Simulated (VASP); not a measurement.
Runs of VASP 6.6.1 on LiCaF3. The structure is that of space group Pm-3m (No. 221), or close to it. The cells are those of the table. 

| cell | gap on the mesh (eV) |
| --- | --- |
| a = 3.761, b = 3.761, c = 3.705 Å, 5 atoms | 6.28 |
| a = 3.761, b = 3.761, c = 3.987 Å, 5 atoms | (b) |
| a = 3.761, b = 3.761, c = 3.874 Å, 5 atoms | 6.03 |
| a = 3.761, b = 3.761, c = 3.536 Å, 5 atoms | 6.01 |
| a = 3.761, b = 3.761, c = 3.818 Å, 5 atoms | 6.19 |
| a = 3.761, b = 3.761, c = 3.959 Å, 5 atoms | 5.79 |
| a = 3.761, b = 3.761, c = 3.592 Å, 5 atoms | (a) |
| a = 3.761, b = 3.761, c = 3.648 Å, 5 atoms | 6.19 |

Alike in all rows: task single point; level LDA; potentials or basis VASP PAW LDA potentials, release 64 (Li_sv, Ca_sv, F); no spin polarisation; k mesh 6 × 6 × 6; cutoff (eV) 520; smearing gaussian 0.05 eV.

Estimate the missing entries.

(a) 6.10; (b) 5.72.

A k mesh can miss the band edges.
